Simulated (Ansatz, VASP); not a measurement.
Ga2Sb2CO in VASP and in Ansatz

```
CELL_PARAMETERS angstrom
4.33438 0.00000 0.00000
-2.16719 3.75368 0.00000
0.00000 0.00000 23.31974
ATOMIC_POSITIONS crystal
Sb 0.00000 0.00000 0.17153
Sb 0.33333 0.66667 0.33016
Ga 0.33333 0.66667 0.20947
Ga 0.66667 0.33333 0.36320
O 0.77778 0.55556 0.52186
C 0.77778 0.55556 0.57118
```

Alike in both runs: task single point; functional PBE; dispersion D3(BJ); k mesh 6 × 6 × 1; occupations gaussian, width 0.1 eV; no spin polarisation.

|  | VASP | Ansatz |
| --- | --- | --- |
| version | VASP 6.6.1 | Ansatz 0.2.0 |
| potentials or method | VASP PAW PBE potentials, release 64 (Sb, Ga_d, O, C), cutoff 520 eV | scalar-relativistic, plane waves, PAW |
| valence electrons in the cell | 46 | 66 |

VASP gave:

```
gap on the k mesh at the Fermi level (eV) : 0.05
least direct gap on the mesh (eV)         : 0.13
rms of the force components (eV/Å)        : 0.242
```

Problem. What did Ansatz give for the same quantities?

Solution. gap on the k mesh at the Fermi level (eV): 0.05; least direct gap on the mesh (eV): 0.13; rms of the force components (eV/Å): 0.509.

One of these differences is far larger than is usual between the two programs; its cause wasn't traced. VASP's potentials hold 46 valence electrons a cell and Ansatz's 66, so a difference there can come from the potentials and not from the codes.

Spin-orbit coupling is off throughout. Noted on VASP's run: the standard files for N, O and F lose accuracy on very short bonds.
